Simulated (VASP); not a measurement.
# Ta5Ti in VASP: single point with PBEsol

Aim: the single point of Ta5Ti with PBEsol.

All numbers are computed with VASP 6.6.1; they aren't measurements. Logs are shortened: lines on timing, memory, paths and dates and some standing lists are left out, and cuts for length are marked.

### 1 The cell of the first run

The cell holds a slab with vacuum, 6 atoms: a = 3.281 Å, b = 3.281 Å, c = 25.561 Å, α = 90.00°, β = 90.00°, γ = 90.00°.

### 2 Single point, PBEsol, collinear spin, ferromagnetic start

INCAR

```
SYSTEM = Ta5Ti
PREC     = Accurate       ! precision mode
ENCUT    = 400            ! plane-wave cutoff, eV
EDIFF    = 1E-6           ! SCF threshold, eV
ISMEAR   = 0              ! smearing method
SIGMA    = 0.1            ! smearing width, eV
LREAL    = .FALSE.        ! projectors in reciprocal space
LASPH    = .TRUE.         ! aspherical terms in the spheres
NELM     = 200            ! most SCF steps
ALGO     = Normal         ! electronic algorithm
ISIF     = 2              ! what is computed and relaxed
LWAVE    = .FALSE.        ! write WAVECAR
LCHARG   = .FALSE.        ! write CHGCAR
ISPIN    = 2              ! spin polarisation
MAGMOM   = 0 0 0 0 0 2    ! initial moments
LORBIT   = 11             ! projections on sites
LMAXMIX  = 4              ! l up to which the mixer works
LDIPOL   = .TRUE.       
IDIPOL   = 3            
DIPOL    = 0.5 0.5 0.498
GGA      = PS             ! functional
NBANDS   = 46             ! bands
GGA_COMPAT= .FALSE.      
NELMDL   = -8
```

KPOINTS

```
regular mesh
0
G
  9 9 1
  0 0 0
```

POSCAR

```
Ta5Ti
1.0
    3.2805195245      0.0000000000      0.0000000000
    0.0000000000      3.2805195245      0.0000000000
    0.0000000000      0.0000000000     25.5610390491
Ta Ti
5 1
Direct
    0.5000000000      0.5000000000      0.3325373427
    0.0000000000      0.0000000000      0.3967076512
    0.5000000000      0.5000000000      0.4605570379
    0.0000000000      0.0000000000      0.5252109325
    0.5000000000      0.5000000000      0.5845441952
    0.5000000000      0.5000000000      0.6883761754
```

Potentials or basis: VASP PAW PBE potentials, release 64 (Ta_pv, Ti_sv).

Run with:

```console
$ cat potpaw_PBE.64/Ta_pv/POTCAR potpaw_PBE.64/Ti_sv/POTCAR > POTCAR
$ mpirun -np 1 vasp_std > vasp.out
```

OUTCAR:

```text
SYSTEM = Ta5Ti
   PREC = Accurate
   ENCUT = 400
   EDIFF = 1E-6
   ISMEAR = 0
   LREAL = .FALSE.
   LASPH = .TRUE.
   NELM = 200
   ISIF = 2
   ISPIN = 2
   LORBIT = 11
   GGA = PS
   NELMDL = -8

 ion  position               nearest neighbor table
   1  0.500  0.500  0.333-   2 2.84   2 2.84   2 2.84   2 2.84   3 3.27
   2  0.000  0.000  0.397-   3 2.84   3 2.84   3 2.84   3 2.84   1 2.84   1 2.84   1 2.84   1 2.84
                             4 3.28
   3  0.500  0.500  0.461-   2 2.84   2 2.84   2 2.84   2 2.84   4 2.85   4 2.85   4 2.85   4 2.85
                             5 3.17   1 3.27
   4  0.000  0.000  0.525-   5 2.77   5 2.77   5 2.77   5 2.77   3 2.85   3 2.85   3 2.85   3 2.85
                             2 3.28
   5  0.500  0.500  0.585-   6 2.65   4 2.77   4 2.77   4 2.77   4 2.77   3 3.17
   6  0.500  0.500  0.688-   5 2.65

  LATTYP: Found a simple tetragonal cell.
 ALAT       =     3.2805195245
 C/A-ratio  =     7.7917655598

  Lattice vectors:

 A1 = (   3.2805195245,   0.0000000000,   0.0000000000)
 A2 = (   0.0000000000,   3.2805195245,   0.0000000000)
 A3 = (   0.0000000000,   0.0000000000,  25.5610390491)

Analysis of symmetry for initial positions (statically):
=====================================================================
 Subroutine PRICEL returns:
 Original cell was already a primitive cell.

 Routine SETGRP: Setting up the symmetry group for a
 simple tetragonal supercell.

 Subroutine GETGRP returns: Found  8 space group operations
 (whereof  8 operations were pure point group operations)
 out of a pool of 16 trial point group operations.

The static configuration has the point symmetry C_4v.

Analysis of symmetry for dynamics (positions and initial velocities):
=====================================================================
 Subroutine PRICEL returns:
 Original cell was already a primitive cell.

 Routine SETGRP: Setting up the symmetry group for a
 simple tetragonal supercell.

 Subroutine GETGRP returns: Found  8 space group operations
 (whereof  8 operations were pure point group operations)
 out of a pool of 16 trial point group operations.

The dynamic configuration has the point symmetry C_4v.

Analysis of structural, dynamic, and magnetic symmetry:
=====================================================================
 Subroutine PRICEL returns:
 Original cell was already a primitive cell.

 Routine SETGRP: Setting up the symmetry group for a
 simple tetragonal supercell.

 Subroutine GETGRP returns: Found  8 space group operations
 (whereof  8 operations were pure point group operations)
 out of a pool of 16 trial point group operations.

The overall configuration has the point symmetry C_4v.

 Subroutine INISYM returns: Found  8 space group operations
 (whereof  8 operations are pure point group operations),
 and found     1 'primitive' translations

----------------------------------------------------------------------------------------

                                     Primitive cell

  volume of cell :     275.0830

  direct lattice vectors                    reciprocal lattice vectors
     3.280519524  0.000000000  0.000000000     0.304829766  0.000000000  0.000000000
     0.000000000  3.280519524  0.000000000     0.000000000  0.304829766  0.000000000
     0.000000000  0.000000000 25.561039049     0.000000000  0.000000000  0.039122040

  length of vectors
     3.280519524  3.280519524 25.561039049     0.304829766  0.304829766  0.039122040

  position of ions in fractional coordinates (direct lattice)
     0.500000000  0.500000000  0.332537343
     0.000000000  0.000000000  0.396707651
     0.500000000  0.500000000  0.460557038
     0.000000000  0.000000000  0.525210933
     0.500000000  0.500000000  0.584544195
     0.500000000  0.500000000  0.688376175

  ion indices of the primitive-cell ions
   primitive index   ion index
                 1           1
                 2           2
                 3           3
                 4           4
                 5           5
                 6           6

----------------------------------------------------------------------------------------

 KPOINTS: regular mesh

Automatic generation of k-mesh.
 Grid dimensions read from file:
 generate k-points for:    9    9    1

 Generating k-lattice:

  Cartesian coordinates                     Fractional coordinates (reciprocal lattice)
     0.033869974  0.000000000  0.000000000     0.111111111  0.000000000  0.000000000
     0.000000000  0.033869974  0.000000000     0.000000000  0.111111111  0.000000000
     0.000000000  0.000000000  0.039122040     0.000000000  0.000000000  1.000000000

  Length of vectors
     0.033869974  0.033869974  0.039122040

  Shift w.r.t. Gamma in fractional coordinates (k-lattice)
     0.000000000  0.000000000  0.000000000

 Subroutine IBZKPT returns following result:
 ===========================================

 Found     15 irreducible k-points:

 Following reciprocal coordinates:
            Coordinates               Weight
  0.000000  0.000000  0.000000      1.000000
  0.111111  0.000000  0.000000      4.000000
  0.222222  0.000000  0.000000      4.000000
  0.333333  0.000000  0.000000      4.000000
  0.444444  0.000000  0.000000      4.000000
  0.111111  0.111111  0.000000      4.000000
  0.222222  0.111111  0.000000      8.000000
  0.333333  0.111111  0.000000      8.000000
  0.444444  0.111111  0.000000      8.000000
  0.222222  0.222222  0.000000      4.000000
  0.333333  0.222222  0.000000      8.000000
  0.444444  0.222222  0.000000      8.000000
  0.333333  0.333333  0.000000      4.000000
  0.444444  0.333333  0.000000      8.000000
  0.444444  0.444444  0.000000      4.000000
   k-points           NKPTS =     15   k-points in BZ     NKDIM =     15   number of bands    NBANDS=     46
   number of dos      NEDOS =    301   number of ions     NIONS =      6
   total plane-waves  NPLWV =  96768
   dimension x,y,z NGX =    24 NGY =   24 NGZ =  168
   dimension x,y,z NGXF=    48 NGYF=   48 NGZF=  336
   ions per type =               5   1
   NGX,Y,Z   is equivalent  to a cutoff of  12.16, 12.16, 10.93 a.u.
   NGXF,Y,Z  is equivalent  to a cutoff of  24.32, 24.32, 21.85 a.u.
 SYSTEM =  Ta5Ti
   PREC   = accura    normal or accurate (medium, high low for compatibility)
   ISTART =      0    job   : 0-new  1-cont  2-samecut
   ICHARG =      2    charge: 1-file 2-atom 10-const
   ISPIN  =      2    spin polarized calculation?
   LNONCOLLINEAR =      F non collinear calculations
   LSORBIT =      F    spin-orbit coupling
   LASPH  =      T    aspherical Exc in radial PAW
   ENCUT  =  400.0 eV  29.40 Ry    5.42 a.u.   5.35  5.35 41.68*2*pi/ulx,y,z
   NELM   =    200;   NELMIN=  2; NELMDL= -8     # of ELM steps
   EDIFF  = 0.1E-05   stopping-criterion for ELM
   LREAL  =      F    real-space projection
   EDIFFG = 0.1E-04   stopping-criterion for IOM
   NSW    =      0    number of steps for IOM
   IBRION =     -1    ionic relax: 0-MD 1-quasi-New 2-CG
   NFREE  =      0    steps in history (QN), initial steepest desc. (CG)
   ISIF   =      2    stress and relaxation
   ISYM   =      2    0-nonsym 1-usesym 2-fastsym
   POTIM  = 0.5000    time-step for ionic-motion
   TEBEG  =    0.0;   TEEND  =   0.0 temperature during run
   PSTRESS=    0.0 pullay stress
   NELECT =      67.0000    total number of electrons
   NUPDOWN=      -1.0000    fix difference up-down
   EMIN   =  10.00;   EMAX   =-10.00  energy-range for DOS
   EFERMI =   0.00;   METHOD = LEGACY
   ISMEAR =     0;   SIGMA  =   0.10  broadening in eV -4-tet -1-fermi 0-gaus
   EFERMI_NEDOS =   21; number of points for ismear=-14 and -15
   IALGO  =     38    algorithm
   IMIX   =      4    mixing-type and parameters
     AMIX     =   0.40;   BMIX     =  1.00
     AMIX_MAG =   1.60;   BMIX_MAG =  1.00
  volume/ion in A,a.u.               =      45.85       309.39
  Fermi-wavevector in a.u.,A,eV,Ry     =   1.022379  1.932016 14.221605  1.045258
  Thomas-Fermi vector in A             =   2.156055
   LORBIT       =     11    0 simple, 1 ext, 2 COOP (PROOUT), +10 PAW based schemes
   GGA     = PS    functional components
   LHFCALC =     F    Hartree Fock is set to
   AEXX    =    0.0000 exact exchange contribution
   IVDW    =     0    specifies the selected vdW correction
   LEPSILON=     F    determine dielectric tensor
   LRPA    =     F    only Hartree local field effects (RPA)
 spin polarized calculation
 Gauss-broadening in eV      SIGMA  =   0.10
  energy-cutoff  :      400.00
  volume of cell :      275.08
 maximum number of plane-waves:      5045
 NGX is ok and might be reduce to    24
   NGX = 11   NGY = 11   NGZ = 83

 dipolmoment           0.000000      0.000000      0.001254 electrons x Angstroem

 number of electron      67.0000026 magnetization       2.9106701

 dipolmoment           0.000000      0.000000     -0.008544 electrons x Angstroem

 Free energy of the ion-electron system (eV)
  ---------------------------------------------------
  ext. energy  EPLUGINS =         0.00000000
  ---------------------------------------------------
  free energy    TOTEN  =       -65.19456838 eV

  energy without entropy =      -65.16271780  energy(sigma->0) =      -65.17864309

 E-fermi :   0.1136     XC(G=0):  -5.9665

 val. band max:        0.1074672611   @ k =   0.2222   0.2222   0.0000
 cond. band min:       0.1155638525   @ k =   0.3333   0.1111   0.0000
 fundamental gap:      0.0080965914
 Fermi energy:         0.1136027266

 spin component 1

 k-point     1 :       0.0000    0.0000    0.0000
  band No.  band energies     occupation
      1     -57.3649      1.00000
      2     -34.6715      1.00000
      3     -34.4880      1.00000
      4     -34.4880      1.00000
      5     -34.2782      1.00000
      6     -34.0632      1.00000
[... 37 lines left out ...]
     44       1.5999      0.00000
     45       2.9273      0.00000
[... 630 lines left out ...]
      4     -34.5947      1.00000
      5     -34.3591      1.00000
      6     -34.3590      1.00000
[... 37 lines left out ...]
     44       3.9459      0.00000
     45       4.3244      0.00000
 Fermi energy:         0.1136027266

 spin component 2

 k-point     1 :       0.0000    0.0000    0.0000
  band No.  band energies     occupation
      1     -55.7998      1.00000
      2     -34.6671      1.00000
      3     -34.4862      1.00000
      4     -34.4862      1.00000
      5     -34.0420      1.00000
      6     -33.9717      1.00000
[... 37 lines left out ...]
     44       2.8388      0.00000
     45       3.0778      0.00000
[... 630 lines left out ...]
      4     -34.5902      1.00000
      5     -34.2783      1.00000
      6     -34.2728      1.00000
[... 37 lines left out ...]
     44       4.0960      0.00000
     45       4.4790      0.00000
 [bands above 45 left out]

------------------------ aborting loop because EDIFF is reached ----------------------------------------

 vacuum level on the upper side and lower side of the slab       (xc-potential included)        -0.068         0.072

  FORCE on cell =-STRESS in cart. coord.  units (eV):
  Direction    XX          YY          ZZ          XY          YZ          ZX
  --------------------------------------------------------------------------------------
  -------------------------------------------------------------------------------------
  Total       -7.0497502     -7.0497502     -2.5050032      0.0000000      0.0000000      0.0000000
  in kB      -41.0601523    -41.0601523    -14.5899937      0.0000000      0.0000000      0.0000000
  external PRESSURE =     -32.2367661 kB  Pullay stress =       0.0000000 kB

 VOLUME and BASIS-vectors are now :
 -----------------------------------------------------------------------------
  energy-cutoff  :      400.00
  volume of cell :      275.08
      direct lattice vectors                 reciprocal lattice vectors
     3.280519524  0.000000000  0.000000000     0.304829766  0.000000000  0.000000000
     0.000000000  3.280519524  0.000000000     0.000000000  0.304829766  0.000000000
     0.000000000  0.000000000 25.561039049     0.000000000  0.000000000  0.039122040

 POSITION                                       TOTAL-FORCE (eV/Angst)
 -----------------------------------------------------------------------------------
      1.64026      1.64026      8.50000        -0.000000      0.000000      1.508923
      0.00000      0.00000     10.14026        -0.000000      0.000000     -1.532299
      1.64026      1.64026     11.77232        -0.000000      0.000000     -0.002528
      0.00000      0.00000     13.42494         0.000000      0.000000      0.018799
      1.64026      1.64026     14.94156        -0.000000      0.000000      0.001379
      1.64026      1.64026     17.59561        -0.000000     -0.000000      0.005725
 -----------------------------------------------------------------------------------
    total drift:                                0.000000      0.000000      0.003971

  FREE ENERGIE OF THE ION-ELECTRON SYSTEM (eV)
  ---------------------------------------------------
  free  energy   TOTEN  =       -65.1945683786 eV

  energy  without entropy=      -65.1627178007  energy(sigma->0) =      -65.17864309

 vacuum level on the upper side and lower side of the slab         4.013         4.161

 total charge

# of ion       s       p       d       tot
------------------------------------------
    1        0.373   6.066   2.288   8.728
    2        0.377   6.179   2.400   8.956
    3        0.372   6.179   2.416   8.966
    4        0.385   6.168   2.490   9.042
    5        0.387   6.115   2.370   8.871
    6        2.205   6.000   1.921  10.126
--------------------------------------------------
tot          4.098  36.707  13.885  54.690

 magnetization (x)

# of ion       s       p       d       tot
------------------------------------------
    1       -0.001   0.001   0.004   0.004
    2        0.001  -0.001   0.003   0.003
    3        0.001  -0.001   0.006   0.006
    4        0.002   0.004   0.058   0.064
    5        0.008   0.031   0.182   0.222
    6        0.045   0.039   1.613   1.698
--------------------------------------------------
tot          0.057   0.073   1.867   1.997
```

It took 10 min on 1 thread of Intel Xeon Platinum 8559C (Emerald Rapids), shared host; peak memory 0.47 GiB.

Results:

```
Free energy                                           : -65.1946 eV
Largest force                                         : 1.532 eV/Å
Net moment                                            : 2.91 μB per cell
Site moments                                          : Ta +0.00, +0.01, +0.06, +0.22; Ti +1.70 μB
Valence electrons inside the program's atomic spheres : Ta 8.73, 8.96, 8.97, 9.04, 8.87; Ti 10.13
```

Forces in eV/Å, atoms in the order of the input:
```
Ta   0.000  0.000  1.509
Ta   0.000  0.000 -1.532
Ta   0.000  0.000 -0.003
Ta   0.000  0.000  0.019
Ta   0.000  0.000  0.001
Ti   0.000  0.000  0.006
```

Caveat: the PAW data sets were made with another functional, which shifts forces and pressure a little; spin-orbit coupling is left out, which moves the levels of the heavy elements.
